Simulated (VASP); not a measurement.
Write the native input for VASP 6.6.1 that does the following.

| Quantity | Value |
| --- | --- |
| Task | single point |
| Functional | PBE |
| Dispersion | D3(BJ) |
| Potentials or basis | VASP PAW PBE potentials, release 64 (Sn_d, O) |
| Cutoff | 520 eV |
| k mesh | 12 × 12 × 4 |
| Occupations | gaussian, width 0.05 eV |
| Spin | no spin polarisation |
| Dipole correction | no |
| Further INCAR settings | ALGO = Normal; EDIFF = 1e-07; NBANDS = 35 |

The structure of SnO2 lies in POSCAR:

```
SnO2
1.0
    3.2752746563      0.0000000000      0.0000000000
   -1.6376373281      2.8364710568      0.0000000000
    0.0000000000      0.0000000000     10.3302162661
Sn O
2 4
Direct
    0.0000000000      0.0000000000      0.5000000000
    0.0000000000      0.0000000000      0.0000000000
    0.6666666667      0.3333333333      0.4017901367
    0.6666666667      0.3333333333      0.0982098633
    0.3333333333      0.6666666667      0.5982098633
    0.3333333333      0.6666666667      0.9017901367
```

The input as run:

INCAR

```
SYSTEM = SnO2
PREC = Accurate ; ENCUT = 520
EDIFF = 1E-7 ; ISMEAR = 0
SIGMA = 0.05 ; LREAL = .FALSE.
LASPH = .TRUE. ; NELM = 100
ALGO = Normal ; ISIF = 2
LWAVE = .FALSE. ; LCHARG = .TRUE.
GGA = PE ; IVDW = 12
LELF = .TRUE. ; LVHAR = .TRUE.
NBANDS = 35
```

KPOINTS

```
regular mesh
0
G
  12 12 4
  0 0 0
```

Potentials or basis: VASP PAW PBE potentials, release 64 (Sn_d, O).

Run with:

```console
$ cat potpaw_PBE.64/Sn_d/POTCAR potpaw_PBE.64/O/POTCAR > POTCAR
$ mpirun -np 1 vasp_std > vasp.out
```

Results of the run:

```json
{"Pressure": "-5.3 GPa", "Largest force": "0.306 eV/Å", "Band gap on the k mesh": "1.68 eV (least direct gap 2.00 eV)", "Dispersion energy per atom": "-0.158 eV"}
```

Caveat: the cell stands under tension; spin-orbit coupling is left out, which moves the levels of the heavy elements.

Run time: 72 s on 1 thread of Intel(R) Xeon(R) 6975P-C (Granite Rapids) (shared host), peak memory 0.3 GiB.
